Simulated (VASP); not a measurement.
A run of VASP 6.6.1:

The input INCAR:

```
ALGO = Fast
EDIFF = 1E-6
ENCUT = 520
GGA = PE
ISIF = 2
ISMEAR = 0
IVDW = 12
LASPH = T
LCHARG = T
LELF = T
LREAL = F
LVHAR = T
LWAVE = F
NBANDS = 19
NELM = 80
PREC = Accurate
SIGMA = 0.15
```

The input KPOINTS:

```
k-points
0
Gamma
  24 24 12
```

Contents of POSCAR:

```
Hg
1.0
    3.2381063575      0.0000000000      0.0000000000
   -1.6190531788      2.8042823658      0.0000000000
    0.0000000000      0.0000000000      5.6540400261
Hg
2
Direct
    0.6666666667      0.3333333333      0.7500000000
    0.3333333333      0.6666666667      0.2500000000
```

Potentials or basis: VASP PAW PBE potentials, release 64 (Hg).

The run is started by

```sh
$ cat potpaw_PBE.64/Hg/POTCAR > POTCAR
$ mpirun -np 1 vasp_std > vasp.out
```

Hardware: 1 thread of Intel(R) Xeon(R) Platinum 8259CL CPU @ 2.50GHz (Skylake/Cascade Lake) (shared host).

Question: How long does it take, and how much memory?

Answer: Run time: 4.2 min on 1 thread of Intel(R) Xeon(R) Platinum 8259CL CPU @ 2.50GHz (Skylake/Cascade Lake), with other jobs on the host, peak memory 0.43 GiB. Counts: scf iterations 11, k points 427.
